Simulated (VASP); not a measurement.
# AlN (F-43m) in VASP: notebook, part 2 of 3

VASP 6.6.1. Earlier steps stand in the parts before.

### 4 Vibrations by perturbation theory, PBEsol

The input, INCAR:

```
SYSTEM = AlN
PREC = Accurate
ENCUT = 520
EDIFF = 1E-8
ISMEAR = 0
SIGMA = 0.01
LREAL = .FALSE.
LASPH = .TRUE.
NELM = 80
ALGO = Normal
ISIF = 2
LWAVE = .FALSE.
LCHARG = .TRUE.
GGA = PS
NBANDS = 11
IBRION = 8
NSW = 1
```

The input, KPOINTS:

```
regular mesh
0
G
  8 8 8
  0 0 0
```

The input, POSCAR:

```
AlN
1.0
    0.0000000000      2.1886794790      2.1886794790
    2.1886794790      0.0000000000      2.1886794790
    2.1886794790      2.1886794790      0.0000000000
Al N
1 1
Direct
    0.0000000000      0.0000000000      0.0000000000
    0.2500000000      0.2500000000      0.2500000000
```

Potentials or basis: VASP PAW PBE potentials, release 64 (Al, N).

On the command line:

```
$ cat potpaw_PBE.64/Al/POTCAR potpaw_PBE.64/N/POTCAR > POTCAR
$ mpirun -np 1 vasp_std > vasp.out
```

OUTCAR:

```text
SYSTEM = AlN
   PREC = Accurate
   ENCUT = 520
   EDIFF = 1E-8
   ISMEAR = 0
   LREAL = .FALSE.
   LASPH = .TRUE.
   NELM = 80
   ISIF = 2
   GGA = PS
   IBRION = 8
   NSW = 1

 ion  position               nearest neighbor table
   1  0.000  0.000  0.000-   2 1.90   2 1.90   2 1.90   2 1.90
   2  0.250  0.250  0.250-   1 1.90   1 1.90   1 1.90   1 1.90

  LATTYP: Found a face centered cubic cell.
 ALAT       =     4.3773589580

  Lattice vectors:

 A1 = (   0.0000000000,   2.1886794790,   2.1886794790)
 A2 = (   2.1886794790,   0.0000000000,   2.1886794790)
 A3 = (   2.1886794790,   2.1886794790,   0.0000000000)

Analysis of symmetry for initial positions (statically):
=====================================================================
 Subroutine PRICEL returns:
 Original cell was already a primitive cell.

 Routine SETGRP: Setting up the symmetry group for a
 face centered cubic supercell.

 Subroutine GETGRP returns: Found 24 space group operations
 (whereof 24 operations were pure point group operations)
 out of a pool of 48 trial point group operations.

The static configuration has the point symmetry T_d .

Analysis of symmetry for dynamics (positions and initial velocities):
=====================================================================
 Subroutine PRICEL returns:
 Original cell was already a primitive cell.

 Routine SETGRP: Setting up the symmetry group for a
 face centered cubic supercell.

 Subroutine GETGRP returns: Found 24 space group operations
 (whereof 24 operations were pure point group operations)
[... 521 lines left out ...]
    total drift:                                0.000000      0.000000      0.000000

  FREE ENERGIE OF THE ION-ELECTRON SYSTEM (eV)
  ---------------------------------------------------
  free  energy   TOTEN  =       -15.6112276830 eV

  energy  without entropy=      -15.6112276830  energy(sigma->0) =      -15.61122768

[... ionic steps 2 to 3 ...]

--------------------------------------- Ionic step        4  -------------------------------------------

------------------------ aborting loop because EDIFF is reached ----------------------------------------

[... ionic steps 5 to 6 ...]

--------------------------------------- Ionic step        7  -------------------------------------------

 Free energy of the ion-electron system (eV)
  ---------------------------------------------------
  ---------------------------------------------------
  free energy    TOTEN  =        -0.23708717 eV

  energy without entropy =       -0.23708717

------------------------ aborting loop because EDIFF is reached ----------------------------------------

 INTERNAL STRAIN TENSOR  FOR ION    2  DIRECTION 1   (eV/Angst):
 -----------------------------------------------------------------------------
    -0.00982  0.00000  0.00000
     0.00000  0.00534 -9.00796
     0.00000 -9.00796  0.00534

 INTERNAL STRAIN TENSOR FOR ION    2 for displacements in x,y,z  (eV/Angst):
          X           Y           Z          XY          YZ          ZX
  --------------------------------------------------------------------------------
  x     0.00000    -0.00000    -0.00000     0.00000    -9.00796     0.00000
  y     0.00000    -0.00000     0.00000     0.00000     0.00000    -9.00796
  z    -0.00000    -0.00000     0.00000    -9.00796     0.00000     0.00000

 SECOND DERIVATIVES (NOT SYMMETRIZED)
 ------------------------------------
               1X          1Y          1Z          2X          2Y          2Z
  1X   -14.402707    0.000000    0.000000   14.402707    0.000000    0.000000
  1Y     0.000000  -14.402707    0.000000    0.000000   14.402707    0.000000
  1Z     0.000000    0.000000  -14.402707    0.000000    0.000000   14.402707
  2X    14.401404    0.000000    0.000000  -14.401404    0.000000    0.000000
  2Y     0.000000   14.401404    0.000000    0.000000  -14.401404    0.000000
  2Z     0.000000    0.000000   14.401404    0.000000    0.000000  -14.401404

 Eigenvectors and eigenvalues of the dynamical matrix
 ----------------------------------------------------

   1 f  =   19.541049 THz   122.780034 2PiTHz  651.819245 cm-1    80.815250 meV
             X         Y         Z           dx          dy          dz
      0.000000  0.000000  0.000000     0.000000    0.584515    0.000000
      1.094340  1.094340  1.094340     0.000000   -0.811383    0.000000
[... 21 lines left out ...]
   6 f/i=    0.000419 THz     0.002634 2PiTHz    0.013982 cm-1     0.001734 meV
             X         Y         Z           dx          dy          dz
      0.000000  0.000000  0.000000     0.000000    0.000000    0.811383
      1.094340  1.094340  1.094340     0.000000    0.000000    0.584515

--------------------------------------------------------------------------------------------------------

 ELASTIC MODULI CONTR FROM IONIC RELAXATION (kBar)
 Direction    XX          YY          ZZ          XY          YZ          ZX
 --------------------------------------------------------------------------------
 XX          -0.0000      0.0000      0.0000     -0.0000      0.0000      0.0000
 YY           0.0000     -0.0000      0.0000     -0.0000     -0.0000      0.0000
 ZZ           0.0000      0.0000     -0.0000      0.0000     -0.0000      0.0000
 XY          -0.0000     -0.0000      0.0000   -403.6073      0.0000      0.0000
 YZ           0.0000     -0.0000     -0.0000      0.0000   -403.6073      0.0000
 ZX           0.0000      0.0000      0.0000      0.0000      0.0000   -403.6073
 --------------------------------------------------------------------------------
```

Wall time 30 s (1 thread of Intel Xeon Platinum 8488C (Sapphire Rapids), shared host); peak memory 0.18 GiB.

Results:

```yaml
Highest_phonon_frequency_at_Γ_LO-TO_splitting_left_out: 652 cm⁻¹
```

Phonon frequencies in cm⁻¹ (negative: imaginary):
```tsv
q point	frequencies
(0.000, 0.000, 0.000)	0 0 0 652 652 652
```

Caveat: the PAW data sets were made with another functional, which shifts forces and pressure a little.

### 5 Vibrations by perturbation theory, PBEsol (volume scaled by 0.985)

The input, INCAR:

```
SYSTEM = AlN
ALGO = Normal
EDIFF = 1E-8
ENCUT = 520
GGA = PS
IBRION = 8
ISIF = 2
ISMEAR = 0
LASPH = .TRUE.
LCHARG = .FALSE.
LREAL = .FALSE.
LWAVE = .FALSE.
NBANDS = 11
NELM = 60
NSW = 1
PREC = Accurate
SIGMA = 0.01
```

The input, KPOINTS:

```
k-points
0
G
  8 8 8
  0 0 0
```

The input, POSCAR:

```
AlN
1.0
    0.0000000000      2.1776809041      2.1776809041
    2.1776809041      0.0000000000      2.1776809041
    2.1776809041      2.1776809041      0.0000000000
Al N
1 1
Direct
    0.0000000000      0.0000000000      0.0000000000
    0.2500000000      0.2500000000      0.2500000000
```

Potentials or basis: VASP PAW PBE potentials, release 64 (Al, N).

On the command line:

```
$ cat potpaw_PBE.64/Al/POTCAR potpaw_PBE.64/N/POTCAR > POTCAR
$ mpirun -np 1 vasp_std > vasp.out
```

OUTCAR:

```text
SYSTEM = AlN
   EDIFF = 1E-8
   ENCUT = 520
   GGA = PS
   IBRION = 8
   ISIF = 2
   ISMEAR = 0
   LASPH = .TRUE.
   LREAL = .FALSE.
   NELM = 60
   NSW = 1
   PREC = Accurate

 ion  position               nearest neighbor table
   1  0.000  0.000  0.000-   2 1.89   2 1.89   2 1.89   2 1.89
   2  0.250  0.250  0.250-   1 1.89   1 1.89   1 1.89   1 1.89

  LATTYP: Found a face centered cubic cell.
 ALAT       =     4.3553618082

  Lattice vectors:

 A1 = (   0.0000000000,   2.1776809041,   2.1776809041)
 A2 = (   2.1776809041,   0.0000000000,   2.1776809041)
 A3 = (   2.1776809041,   2.1776809041,   0.0000000000)

Analysis of symmetry for initial positions (statically):
=====================================================================
 Subroutine PRICEL returns:
 Original cell was already a primitive cell.

 Routine SETGRP: Setting up the symmetry group for a
 face centered cubic supercell.

 Subroutine GETGRP returns: Found 24 space group operations
 (whereof 24 operations were pure point group operations)
 out of a pool of 48 trial point group operations.

The static configuration has the point symmetry T_d .

Analysis of symmetry for dynamics (positions and initial velocities):
=====================================================================
 Subroutine PRICEL returns:
 Original cell was already a primitive cell.

 Routine SETGRP: Setting up the symmetry group for a
 face centered cubic supercell.

 Subroutine GETGRP returns: Found 24 space group operations
 (whereof 24 operations were pure point group operations)
 out of a pool of 48 trial point group operations.

The dynamic configuration has the point symmetry T_d .

 Subroutine INISYM returns: Found 24 space group operations
 (whereof 24 operations are pure point group operations),
 and found     1 'primitive' translations

----------------------------------------------------------------------------------------

                                     Primitive cell

  volume of cell :      20.6544

  direct lattice vectors                    reciprocal lattice vectors
     0.000000000  2.177680904  2.177680904    -0.229602050  0.229602050  0.229602050
     2.177680904  0.000000000  2.177680904     0.229602050 -0.229602050  0.229602050
     2.177680904  2.177680904  0.000000000     0.229602050  0.229602050 -0.229602050

  length of vectors
     3.079705869  3.079705869  3.079705869     0.397682416  0.397682416  0.397682416

  position of ions in fractional coordinates (direct lattice)
     0.000000000  0.000000000  0.000000000
     0.250000000  0.250000000  0.250000000

  ion indices of the primitive-cell ions
   primitive index   ion index
                 1           1
                 2           2

[... 128 lines left out ...]
 k-point     1 :       0.0000    0.0000    0.0000
  band No.  band energies     occupation
      1      -9.0486      2.00000
      2       5.9605      2.00000
      3       5.9605      2.00000
      4       5.9605      2.00000
      5      10.1700      0.00000
      6      18.5146      0.00000
      7      18.5146      0.00000
      8      18.5146      0.00000
      9      23.6170      0.00000
     10      23.6170      0.00000
     11      24.9866      0.00000
[... 309 lines left out ...]
 k-point    24 :      -0.3750    0.2500    0.1250
  band No.  band energies     occupation
      1      -6.6089      2.00000
      2       0.7357      2.00000
      3       3.7044      2.00000
      4       4.8260      2.00000
      5      12.9785      0.00000
      6      15.1923      0.00000
      7      18.1222      0.00000
      8      18.6303      0.00000
      9      23.1394      0.00000
     10      24.7020      0.00000
     11      27.9826      0.00000

 [... further k-points ...]
[... 5 lines left out ...]
  --------------------------------------------------------------------------------------
  -------------------------------------------------------------------------------------
  Total        0.4085747      0.4085747      0.4085747      0.0000000      0.0000000      0.0000000
  in kB       31.6934395     31.6934395     31.6934395      0.0000000      0.0000000      0.0000000
  external PRESSURE =      31.6934395 kB  Pullay stress =       0.0000000 kB

 VOLUME and BASIS-vectors are now :
 -----------------------------------------------------------------------------
  energy-cutoff  :      520.00
  volume of cell :       20.65
      direct lattice vectors                 reciprocal lattice vectors
     0.000000000  2.177680904  2.177680904    -0.229602050  0.229602050  0.229602050
     2.177680904  0.000000000  2.177680904     0.229602050 -0.229602050  0.229602050
     2.177680904  2.177680904  0.000000000     0.229602050  0.229602050 -0.229602050

 POSITION                                       TOTAL-FORCE (eV/Angst)
 -----------------------------------------------------------------------------------
      0.00000      0.00000      0.00000         0.000000      0.000000      0.000000
      1.08884      1.08884      1.08884        -0.000000     -0.000000     -0.000000
 -----------------------------------------------------------------------------------
    total drift:                                0.000000      0.000000      0.000000

  FREE ENERGIE OF THE ION-ELECTRON SYSTEM (eV)
  ---------------------------------------------------
  free  energy   TOTEN  =       -15.6079724946 eV

  energy  without entropy=      -15.6079724946  energy(sigma->0) =      -15.60797249

[... ionic steps 2 to 3 ...]

--------------------------------------- Ionic step        4  -------------------------------------------

------------------------ aborting loop because EDIFF is reached ----------------------------------------

[... ionic steps 5 to 6 ...]

--------------------------------------- Ionic step        7  -------------------------------------------

 Free energy of the ion-electron system (eV)
  ---------------------------------------------------
  ---------------------------------------------------
  free energy    TOTEN  =        -0.23748374 eV

  energy without entropy =       -0.23748374

------------------------ aborting loop because EDIFF is reached ----------------------------------------

 INTERNAL STRAIN TENSOR  FOR ION    2  DIRECTION 1   (eV/Angst):
 -----------------------------------------------------------------------------
    -0.00984  0.00000  0.00000
     0.00000  0.00534 -9.83778
     0.00000 -9.83778  0.00534

 INTERNAL STRAIN TENSOR FOR ION    2 for displacements in x,y,z  (eV/Angst):
          X           Y           Z          XY          YZ          ZX
  --------------------------------------------------------------------------------
  x    -0.00000     0.00000     0.00000     0.00000    -9.83778     0.00000
  y     0.00000     0.00000     0.00000     0.00000     0.00000    -9.83778
  z     0.00000     0.00000    -0.00000    -9.83778     0.00000     0.00000

 SECOND DERIVATIVES (NOT SYMMETRIZED)
 ------------------------------------
               1X          1Y          1Z          2X          2Y          2Z
  1X   -15.047648    0.000000    0.000000   15.047648    0.000000    0.000000
  1Y     0.000000  -15.047648    0.000000    0.000000   15.047648    0.000000
  1Z     0.000000    0.000000  -15.047648    0.000000    0.000000   15.047648
  2X    15.048563    0.000000    0.000000  -15.048563    0.000000    0.000000
  2Y     0.000000   15.048563    0.000000    0.000000  -15.048563    0.000000
  2Z     0.000000    0.000000   15.048563    0.000000    0.000000  -15.048563

 Eigenvectors and eigenvalues of the dynamical matrix
 ----------------------------------------------------

   1 f  =   19.974769 THz   125.505172 2PiTHz  666.286561 cm-1    82.608968 meV
             X         Y         Z           dx          dy          dz
      0.000000  0.000000  0.000000     0.000000    0.000000   -0.584486
      1.088840  1.088840  1.088840     0.000000   -0.000000    0.811404
[... 21 lines left out ...]
   6 f/i=    0.000288 THz     0.001811 2PiTHz    0.009612 cm-1     0.001192 meV
             X         Y         Z           dx          dy          dz
      0.000000  0.000000  0.000000     0.394954   -0.424510    0.567608
      1.088840  1.088840  1.088840     0.284501   -0.305791    0.408871

--------------------------------------------------------------------------------------------------------

 ELASTIC MODULI CONTR FROM IONIC RELAXATION (kBar)
 Direction    XX          YY          ZZ          XY          YZ          ZX
 --------------------------------------------------------------------------------
 XX          -0.0000      0.0000      0.0000      0.0000     -0.0000      0.0000
 YY           0.0000     -0.0000      0.0000      0.0000      0.0000      0.0000
 ZZ           0.0000      0.0000     -0.0000     -0.0000      0.0000      0.0000
 XY           0.0000      0.0000     -0.0000   -469.7577      0.0000      0.0000
 YZ          -0.0000      0.0000      0.0000      0.0000   -469.7577      0.0000
 ZX           0.0000      0.0000      0.0000      0.0000      0.0000   -469.7577
 --------------------------------------------------------------------------------
```

Wall time 32 s (1 thread of Intel Xeon Platinum 8488C (Sapphire Rapids), shared host); peak memory 0.17 GiB.

Results:

| Property | Result |
| --- | --- |
| Highest phonon frequency at Γ, LO-TO splitting left out | 666 cm⁻¹ |

Phonon frequencies in cm⁻¹ (negative: imaginary):
| q point | frequencies |
| --- | --- |
| (0.000, 0.000, 0.000) | 0 0 0 666 666 666 |

Caveat: the cell wasn't relaxed at this level first, which shifts response properties; the PAW data sets were made with another functional, which shifts forces and pressure a little.

(Part 2 of 3 ends here.)
